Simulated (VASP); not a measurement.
Write the native input for VASP 6.6.1 that does the following.

| Item | Value |
| --- | --- |
| Task | single point |
| Functional | PBE |
| Potentials or basis | VASP PAW PBE potentials, release 64 (As) |
| Cutoff | 520 eV |
| k mesh | 9 × 9 × 1 |
| Occupations | gaussian, width 0.02 eV |
| Spin | no spin polarisation |
| Dipole correction | yes |
| Further INCAR settings | ALGO = Normal; EDIFF = 1e-06; NBANDS = 12 |

The structure of As lies in POSCAR:

```
As
1.0
    3.6123264925      0.0000000000      0.0000000000
   -1.8061632462      3.1283665093      0.0000000000
    0.0000000000      0.0000000000     28.0000000000
As
2
Direct
    0.3333333333      0.6666666667      0.5247623154
    0.6666666667      0.3333333333      0.4752376846
```

The input as run:

INCAR

```
PREC     = Accurate       # precision mode
ENCUT    = 520            # plane-wave cutoff, eV
EDIFF    = 1E-6           # SCF threshold, eV
ISMEAR   = 0              # smearing method
SIGMA    = 0.02           # smearing width, eV
LREAL    = F              # projectors in reciprocal space
LASPH    = T              # aspherical terms in the spheres
NELM     = 80             # most SCF steps
ALGO     = Normal         # electronic algorithm
ISIF     = 2              # what is computed and relaxed
LWAVE    = F              # write WAVECAR
LCHARG   = F              # write CHGCAR
LDIPOL   = T            
IDIPOL   = 3            
DIPOL    = 0.5 0.5 0.500
GGA      = PE             # functional
NBANDS   = 12             # bands
```

KPOINTS

```
Automatic mesh
0
Gamma
  9 9 1
```

Potentials or basis: VASP PAW PBE potentials, release 64 (As).

Run with:

```bash
$ cat potpaw_PBE.64/As/POTCAR > POTCAR
$ mpirun -np 1 vasp_std > vasp.out
```

Results of the run:

```json
{"Largest force": "0.113 eV/Å", "Band gap on the k mesh": "1.66 eV, indirect (least direct gap 1.93 eV)"}
```

Wall time 59 s on 1 thread of Intel Xeon 6975P-C (shared host), peak memory 0.4 GiB.
